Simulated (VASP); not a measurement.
# Ga (P6_3/mmc) in VASP: a series of runs

Runs on Ga. Level: PBEsol. Tasks: single point, relaxation of cell and atoms.

All numbers are computed with VASP 6.6.1; they aren't measurements. Logs are shortened: lines on timing, memory, paths and dates and some standing lists are left out, and cuts for length are marked.

**1. The cell of the first run**

The structure is hexagonal, space group P6_3/mmc (No. 194). The conventional cell has a = 2.904 Å, b = 2.904 Å, c = 4.859 Å, α = 90.00°, β = 90.00°, γ = 120.00°. Ga (site symmetry -6m2) has 12 Ga at 2.90 to 2.95 Å within 3.8 Å.

**2. Single point, PBEsol**

Input file INCAR:

```
SYSTEM = Ga
  PREC = Accurate
  ENCUT = 500
  EDIFF = 1E-6
  ISMEAR = 0
  SIGMA = 0.1
  LREAL = .FALSE.
  LASPH = .TRUE.
  NELM = 120
  ALGO = Normal
  ISIF = 2
  LWAVE = .FALSE.
  LCHARG = .TRUE.
  GGA = PS
  LELF = .TRUE.
  LVHAR = .TRUE.
  NBANDS = 20
  GGA_COMPAT = .FALSE.
```

Input file KPOINTS:

```
regular mesh
0
G
  6 6 4
  0 0 0
```

Input file POSCAR:

```
Ga
1.0
    2.9036181915      0.0000000000      0.0000000000
   -1.4518090957      2.5146071167      0.0000000000
    0.0000000000      0.0000000000      4.8586789347
Ga
2
Direct
    0.3333333333      0.6666666667      0.2500000000
    0.6666666667      0.3333333333      0.7500000000
```

Potentials or basis: VASP PAW PBE potentials, release 64 (Ga_d).

Started as:

```sh
$ cat potpaw_PBE.64/Ga_d/POTCAR > POTCAR
$ mpirun -np 1 vasp_std > vasp.out
```

OUTCAR:

```text
SYSTEM = Ga
   PREC = Accurate
   ENCUT = 500
   EDIFF = 1E-6
   ISMEAR = 0
   LREAL = .FALSE.
   LASPH = .TRUE.
   NELM = 120
   ISIF = 2
   GGA = PS

 ion  position               nearest neighbor table
   1  0.333  0.667  0.250-
   2  0.667  0.333  0.750-

  LATTYP: Found a hexagonal cell.
 ALAT       =     2.9036181915
 C/A-ratio  =     1.6733188092

  Lattice vectors:

 A1 = (   2.9036181915,   0.0000000000,   0.0000000000)
 A2 = (  -1.4518090957,   2.5146071167,   0.0000000000)
 A3 = (   0.0000000000,   0.0000000000,   4.8586789347)

Analysis of symmetry for initial positions (statically):
=====================================================================
 Subroutine PRICEL returns:
 Original cell was already a primitive cell.

 Routine SETGRP: Setting up the symmetry group for a
 hexagonal supercell.

 Subroutine GETGRP returns: Found 24 space group operations
 (whereof 12 operations were pure point group operations)
 out of a pool of 24 trial point group operations.

The static configuration has the point symmetry D_3d.
 The point group associated with its full space group is D_6h.

Analysis of symmetry for dynamics (positions and initial velocities):
=====================================================================
 Subroutine PRICEL returns:
 Original cell was already a primitive cell.

 Routine SETGRP: Setting up the symmetry group for a
 hexagonal supercell.

 Subroutine GETGRP returns: Found 24 space group operations
 (whereof 12 operations were pure point group operations)
 out of a pool of 24 trial point group operations.

The dynamic configuration has the point symmetry D_3d.
 The point group associated with its full space group is D_6h.

 Subroutine INISYM returns: Found 24 space group operations
 (whereof 12 operations are pure point group operations),
 and found     1 'primitive' translations

----------------------------------------------------------------------------------------

                                     Primitive cell

  volume of cell :      35.4754

  direct lattice vectors                    reciprocal lattice vectors
     2.903618192  0.000000000  0.000000000     0.344397897  0.198838219  0.000000000
    -1.451809096  2.514607117  0.000000000     0.000000000  0.397676438  0.000000000
     0.000000000  0.000000000  4.858678935     0.000000000  0.000000000  0.205817263

  length of vectors
     2.903618192  2.903618191  4.858678935     0.397676438  0.397676438  0.205817263

[... 73 lines left out ...]
   LASPH  =      T    aspherical Exc in radial PAW
   ENCUT  =  500.0 eV  36.75 Ry    6.06 a.u.   5.29  5.29  8.86*2*pi/ulx,y,z
   NELM   =    120;   NELMIN=  2; NELMDL= -5     # of ELM steps
   EDIFF  = 0.1E-05   stopping-criterion for ELM
   LREAL  =      F    real-space projection
   EDIFFG = 0.1E-04   stopping-criterion for IOM
   NSW    =      0    number of steps for IOM
   IBRION =     -1    ionic relax: 0-MD 1-quasi-New 2-CG
   NFREE  =      0    steps in history (QN), initial steepest desc. (CG)
   ISIF   =      2    stress and relaxation
   ISYM   =      2    0-nonsym 1-usesym 2-fastsym
   POTIM  = 0.5000    time-step for ionic-motion
   TEBEG  =    0.0;   TEEND  =   0.0 temperature during run
   PSTRESS=    0.0 pullay stress
   NELECT =      26.0000    total number of electrons
   NUPDOWN=      -1.0000    fix difference up-down
   EMIN   =  10.00;   EMAX   =-10.00  energy-range for DOS
   EFERMI =   0.00;   METHOD = LEGACY
   ISMEAR =     0;   SIGMA  =   0.10  broadening in eV -4-tet -1-fermi 0-gaus
   EFERMI_NEDOS =   21; number of points for ismear=-14 and -15
   IALGO  =     38    algorithm
   IMIX   =      4    mixing-type and parameters
     AMIX     =   0.40;   BMIX     =  1.00
     AMIX_MAG =   1.60;   BMIX_MAG =  1.00
  volume/ion in A,a.u.               =      17.74       119.70
  Fermi-wavevector in a.u.,A,eV,Ry     =   1.476012  2.789259 29.641823  2.178613
  Thomas-Fermi vector in A             =   2.590591
   LORBIT       =      0    0 simple, 1 ext, 2 COOP (PROOUT), +10 PAW based schemes
   GGA     = PS    functional components
   LHFCALC =     F    Hartree Fock is set to
   AEXX    =    0.0000 exact exchange contribution
   IVDW    =     0    specifies the selected vdW correction
   LEPSILON=     F    determine dielectric tensor
   LRPA    =     F    only Hartree local field effects (RPA)
 non-spin polarized calculation
 Gauss-broadening in eV      SIGMA  =   0.10
  energy-cutoff  :      500.00
  volume of cell :       35.48
 maximum number of plane-waves:       911
 NGX is ok and might be reduce to    24
   NGX = 11   NGY = 11   NGZ = 17

 number of electron      26.0000003 magnetization

 Free energy of the ion-electron system (eV)
  ---------------------------------------------------
  ext. energy  EPLUGINS =         0.00000000
  ---------------------------------------------------
  free energy    TOTEN  =        -6.70975819 eV

  energy without entropy =       -6.70581724  energy(sigma->0) =       -6.70778771

 E-fermi :   5.9184     XC(G=0): -11.4654

 val. band max:        5.8134774013   @ k =   0.3333   0.0000   0.2500
 cond. band min:       5.9709866596   @ k =   0.3333   0.3333   0.2500
 fundamental gap:      0.1575092583
 Fermi energy:         5.9183799941

 k-point     1 :       0.0000    0.0000    0.0000
  band No.  band energies     occupation
      1      -9.0119      2.00000
      2      -8.9260      2.00000
      3      -8.8772      2.00000
      4      -8.8772      2.00000
      5      -8.8530      2.00000
      6      -8.8530      2.00000
[... 472 lines left out ...]
     19      18.7627      0.00000
     20      18.7627      0.00000

------------------------ aborting loop because EDIFF is reached ----------------------------------------

  FORCE on cell =-STRESS in cart. coord.  units (eV):
  Direction    XX          YY          ZZ          XY          YZ          ZX
  --------------------------------------------------------------------------------------
  -------------------------------------------------------------------------------------
  Total        0.0222613      0.0222613      0.0152670      0.0000000      0.0000000      0.0000000
  in kB        1.0053885      1.0053885      0.6895028      0.0000000      0.0000000      0.0000000
  external PRESSURE =       0.9000933 kB  Pullay stress =       0.0000000 kB

 VOLUME and BASIS-vectors are now :
 -----------------------------------------------------------------------------
  energy-cutoff  :      500.00
  volume of cell :       35.48
      direct lattice vectors                 reciprocal lattice vectors
     2.903618192  0.000000000  0.000000000     0.344397897  0.198838219  0.000000000
    -1.451809096  2.514607117  0.000000000     0.000000000  0.397676438  0.000000000
     0.000000000  0.000000000  4.858678935     0.000000000  0.000000000  0.205817263

 POSITION                                       TOTAL-FORCE (eV/Angst)
 -----------------------------------------------------------------------------------
     -0.00000      1.67640      1.21467         0.000000      0.000000      0.000000
      1.45181      0.83820      3.64401        -0.000000     -0.000000     -0.000000
 -----------------------------------------------------------------------------------
    total drift:                               -0.000000      0.000000      0.000000

  FREE ENERGIE OF THE ION-ELECTRON SYSTEM (eV)
  ---------------------------------------------------
  free  energy   TOTEN  =        -6.7097581871 eV

  energy  without entropy=       -6.7058172394  energy(sigma->0) =       -6.70778771
```

OSZICAR:

```text
N       E                     dE             d eps       ncg     rms          rms(c)
DAV:   1     0.132668314263E+03    0.13267E+03   -0.12868E+04   880   0.245E+03
DAV:   2     0.440106981685E+01   -0.12827E+03   -0.12517E+03   852   0.384E+02
DAV:   3    -0.664636480673E+01   -0.11047E+02   -0.10998E+02   960   0.932E+01
DAV:   4    -0.680025525211E+01   -0.15389E+00   -0.15381E+00  1004   0.121E+01
DAV:   5    -0.680272705036E+01   -0.24718E-02   -0.24714E-02   976   0.149E+00    0.138E+00
DAV:   6    -0.672746301102E+01    0.75264E-01   -0.13346E-01  1144   0.625E+00    0.638E-01
DAV:   7    -0.671186247819E+01    0.15601E-01   -0.20858E-02  1180   0.203E+00    0.189E-01
DAV:   8    -0.670975371897E+01    0.21088E-02   -0.20619E-03   988   0.635E-01    0.103E-02
DAV:   9    -0.670975628461E+01   -0.25656E-05   -0.50255E-05  1096   0.701E-02    0.498E-03
DAV:  10    -0.670975827645E+01   -0.19918E-05   -0.23466E-06   764   0.205E-02    0.513E-04
DAV:  11    -0.670975818715E+01    0.89299E-07   -0.18803E-07   572   0.633E-03
   1 F= -.67097582E+01 E0= -.67077877E+01  d E =-.394095E-02
```

stdout:

```text
POSCAR found type information on POSCAR Ga
 POSCAR found :  1 types and       2 ions
 scaLAPACK will be used
 -----------------------------------------------------------------------------
|                                                                             |
|                                                                             |
|     You enforced a specific xc type in the INCAR file but a different       |
|     I HOPE YOU KNOW WHAT YOU ARE DOING!                                     |
|                                                                             |
 -----------------------------------------------------------------------------

 LDA part: xc-table for (Slater+PW92), standard interpolation
 POSCAR, INCAR and KPOINTS ok, starting setup
 FFT: planning ... GRIDC
 FFT: planning ... GRID_SOFT
 FFT: planning ... GRID
 WAVECAR not read
 entering main loop
```

Run time: 21 s. Hardware: 1 thread of Intel Xeon 8259CL, shared host; peak memory 0.15 GiB.

What came out:

- Free energy: -6.7098 eV
- Pressure: 0.1 GPa
- Band gap on the k mesh: zero (band 13 reaches 9.89 eV, above the bottom of band 14 at 2.67 eV)

Caveat: the k points lie up to 0.42 Å⁻¹ apart; the PAW data sets were made with another functional, which shifts forces and pressure a little.

**3. Single point, PBEsol**

This run uses another cell than the first one, of 20.92 Å³/atom, 1.179 times its volume.

Input file INCAR:

```
SYSTEM = Ga
PREC = Accurate ; ENCUT = 500
EDIFF = 1E-6 ; ISMEAR = 0
SIGMA = 0.1 ; LREAL = .False.
LASPH = .True. ; NELM = 120
ALGO = Normal ; ISIF = 2
LWAVE = .False. ; LCHARG = .True.
GGA = PS ; LELF = .True.
LVHAR = .True. ; NBANDS = 20
GGA_COMPAT = .False.
```

Input file KPOINTS:

```
Automatic mesh
0
Gamma
  6 6 4
  0 0 0
```

Input file POSCAR:

```
Ga
1.0
    3.0990847592      0.0000000000      0.0000000000
   -1.5495423796      2.6838861299      0.0000000000
    0.0000000000      0.0000000000      5.0299786901
Ga
2
Direct
    0.3333333333      0.6666666667      0.2500000000
    0.6666666667      0.3333333333      0.7500000000
```

Potentials or basis: VASP PAW PBE potentials, release 64 (Ga_d).

Started as:

```sh
$ cat potpaw_PBE.64/Ga_d/POTCAR > POTCAR
$ mpirun -np 1 vasp_std > vasp.out
```

OUTCAR:

```text
SYSTEM = Ga
   PREC = Accurate
   ENCUT = 500
   EDIFF = 1E-6
   ISMEAR = 0
   LREAL = .False.
   LASPH = .True.
   NELM = 120
   ISIF = 2
   GGA = PS

 ion  position               nearest neighbor table
   1  0.333  0.667  0.250-
   2  0.667  0.333  0.750-

  LATTYP: Found a hexagonal cell.
 ALAT       =     3.0990847592
 C/A-ratio  =     1.6230529595

  Lattice vectors:

 A1 = (   3.0990847592,   0.0000000000,   0.0000000000)
 A2 = (  -1.5495423796,   2.6838861299,   0.0000000000)
 A3 = (   0.0000000000,   0.0000000000,   5.0299786901)

Analysis of symmetry for initial positions (statically):
=====================================================================
 Subroutine PRICEL returns:
 Original cell was already a primitive cell.

 Routine SETGRP: Setting up the symmetry group for a
 hexagonal supercell.

 Subroutine GETGRP returns: Found 24 space group operations
 (whereof 12 operations were pure point group operations)
 out of a pool of 24 trial point group operations.

The static configuration has the point symmetry D_3d.
 The point group associated with its full space group is D_6h.

[... 153 lines left out ...]
  ---------------------------------------------------
  free energy    TOTEN  =        -6.54325847 eV

  energy without entropy =       -6.53583104  energy(sigma->0) =       -6.53954475

 E-fermi :   4.4228     XC(G=0): -10.6487

 val. band max:        4.3983396853   @ k =   0.1667   0.0000   0.2500
 cond. band min:       4.5696366909   @ k =   0.5000   0.0000   0.0000
 fundamental gap:      0.1712970055
 Fermi energy:         4.4228304991

 k-point     1 :       0.0000    0.0000    0.0000
  band No.  band energies     occupation
      1     -10.3266      2.00000
      2     -10.2773      2.00000
      3     -10.2556      2.00000
      4     -10.2556      2.00000
      5     -10.2389      2.00000
      6     -10.2389      2.00000
[... 472 lines left out ...]
     19      16.7088      0.00000
     20      16.7128      0.00000

------------------------ aborting loop because EDIFF is reached ----------------------------------------

  FORCE on cell =-STRESS in cart. coord.  units (eV):
  Direction    XX          YY          ZZ          XY          YZ          ZX
  --------------------------------------------------------------------------------------
  -------------------------------------------------------------------------------------
  Total       -1.8292569     -1.8292569     -1.7506723      0.0000000     -0.0000000      0.0000000
  in kB      -70.0521716    -70.0521716    -67.0427402      0.0000000     -0.0000000      0.0000000
  external PRESSURE =     -69.0490278 kB  Pullay stress =       0.0000000 kB

 VOLUME and BASIS-vectors are now :
 -----------------------------------------------------------------------------
  energy-cutoff  :      500.00
  volume of cell :       41.84
      direct lattice vectors                 reciprocal lattice vectors
     3.099084759  0.000000000  0.000000000     0.322675912  0.186297024  0.000000000
    -1.549542380  2.683886130  0.000000000     0.000000000  0.372594049  0.000000000
     0.000000000  0.000000000  5.029978690     0.000000000  0.000000000  0.198807999

 POSITION                                       TOTAL-FORCE (eV/Angst)
 -----------------------------------------------------------------------------------
     -0.00000      1.78926      1.25749         0.000000     -0.000000      0.000000
      1.54954      0.89463      3.77248        -0.000000      0.000000      0.000000
 -----------------------------------------------------------------------------------
    total drift:                               -0.000000      0.000000      0.000000

  FREE ENERGIE OF THE ION-ELECTRON SYSTEM (eV)
  ---------------------------------------------------
  free  energy   TOTEN  =        -6.5432584664 eV

  energy  without entropy=       -6.5358310388  energy(sigma->0) =       -6.53954475
```

stdout:

```text
POSCAR found type information on POSCAR Ga
 POSCAR found :  1 types and       2 ions
 scaLAPACK will be used
 -----------------------------------------------------------------------------
|                                                                             |
|                                                                             |
|     You enforced a specific xc type in the INCAR file but a different       |
|     I HOPE YOU KNOW WHAT YOU ARE DOING!                                     |
|                                                                             |
 -----------------------------------------------------------------------------

 LDA part: xc-table for (Slater+PW92), standard interpolation
 POSCAR, INCAR and KPOINTS ok, starting setup
 FFT: planning ... GRIDC
 FFT: planning ... GRID_SOFT
 FFT: planning ... GRID
 WAVECAR not read
 entering main loop
```

Wall time 21 s (1 thread of Intel Xeon 8259CL, shared host); peak memory 0.16 GiB.

What came out:

```yaml
Free_energy: -6.5433 eV
Pressure: -6.9 GPa
Band_gap_on_the_k_mesh: zero (band 13 reaches 8.34 eV, above the bottom of band 14 at 1.72 eV)
```

Caveat: the k points lie up to 0.39 Å⁻¹ apart; the PAW data sets were made with another functional, which shifts forces and pressure a little.

**4. Relaxation of cell and atoms, PBEsol**

This run uses another cell than the first one, of 20.92 Å³/atom, 1.179 times its volume.

Input file INCAR:

```
PREC = Accurate
ENCUT = 500
EDIFF = 1E-7
ISMEAR = 0
SIGMA = 0.1
LREAL = False
LASPH = True
NELM = 120
ALGO = Normal
ISIF = 3
LWAVE = False
LCHARG = False
GGA = PS
IBRION = 2
NSW = 90
EDIFFG = -0.04
GGA_COMPAT = False
NELMIN = 4
```

Input file KPOINTS:

```
regular mesh
0
Gamma
  6 6 4
```

POSCAR is that of step 3.

Started as:

```sh
$ cat potpaw_PBE.64/Ga_d/POTCAR > POTCAR
$ mpirun -np 1 vasp_std > vasp.out
```

Wall time 2.1 min (1 thread of Intel Xeon 8259CL, shared host); peak memory 0.16 GiB.

Results (log left out):

* Free energy: -6.7102 eV
* Relaxed volume: 17.77 Å³/atom
* Relaxed cell: a = 2.906 Å, b = 2.906 Å, c = 4.862 Å, α = 90.00°, β = 90.00°, γ = 120.00°
* Space group after relaxing (to 0.05 Å): P6_3/mmc (No. 194)
* Energy gained by relaxing: 83.5 meV/atom
* Ionic steps: 9
* Pressure after relaxing: -0.1 GPa
* Band gap on the k mesh: zero (band 13 reaches 9.87 eV, above the bottom of band 14 at 2.66 eV)

The path:
| step | energy change (eV) | largest force (eV/Å) | pressure (GPa) | volume (Å³) |
| --- | --- | --- | --- | --- |
| 1 | 0.0000 | 0.0000 | -6.92 | 41.84 |
| 2 | -0.1515 | 0.0000 | -1.59 | 36.61 |
| 3 | -0.1567 | 0.0000 | -0.09 | 35.67 |
| 4 | -0.1567 | 0.0000 | 0.11 | 35.56 |
| 5 | -0.1652 | 0.0000 | 0.17 | 35.41 |
| 6 | -0.1511 | 0.0000 | 1.08 | 35.03 |
| 7 | -0.1667 | 0.0000 | 0.43 | 35.31 |
| 8 | -0.1668 | 0.0000 | 0.33 | 35.33 |
| 9 | -0.1670 | 0.0000 | -0.07 | 35.55 |

Final structure:
```xyz
2
Lattice="2.9056 0.0000 0.0000 -1.4528 2.5163 0.0000 0.0000 0.0000 4.8618" Properties=species:S:1:pos:R:3 pbc="T T T"
Ga    0.0000    1.6776    1.2154
Ga    1.4528    0.8388    3.6463
```

Levels at points of the mesh, in eV from the Fermi level:
```tsv
k point	band 10	band 11	band 12	band 13	band 14	band 15	band 16	band 17
(0.00, 0.00, 0.00)	-14.58	-11.45	-5.24	-4.31	10.64	10.64	12.46	12.60
(0.50, 0.00, 0.00)	-14.52	-5.56	-4.93	0.51	0.53	1.08	3.20	5.46
(0.00, 0.00, 0.50)	-14.62	-9.80	-9.80	3.38	3.38	11.84	11.84	11.84
(0.50, 0.00, 0.50)	-14.53	-4.00	-4.00	-3.24	-3.24	7.17	7.17	7.59
```

Caveat: the k points lie up to 0.42 Å⁻¹ apart in the final cell; the volume moved by over 15 % at a fixed basis, so the end points are rough; the PAW data sets were made with another functional, which shifts forces and pressure a little.

**5. Summary**

```tsv
task	cell	gap on the mesh (eV)	pressure (GPa)
single point	a = 2.904, b = 2.904, c = 4.859 Å, angles 90.0, 90.0, 120.0°, 2 atoms	none	0.1
single point	a = 3.099, b = 3.099, c = 5.030 Å, angles 90.0, 90.0, 120.0°, 2 atoms	none	-6.9
relaxation of cell and atoms	relaxed from a = 3.099, b = 3.099, c = 5.030 Å, angles 90.0, 90.0, 120.0°, 2 atoms	none	-0.1
```

Alike in all rows: level PBEsol; potentials or basis VASP PAW PBE potentials, release 64 (Ga_d); no spin polarisation; k mesh 6 × 6 × 4; cutoff (eV) 500; smearing gaussian 0.1 eV.

Caveats: all runs use coarse meshes; the PAW data sets were made with another functional, which shifts forces and pressure a little; the volume moved by over 15 % at a fixed basis, so the end points are rough (some runs).

Absolute energies hang on the potentials; compare differences alone.
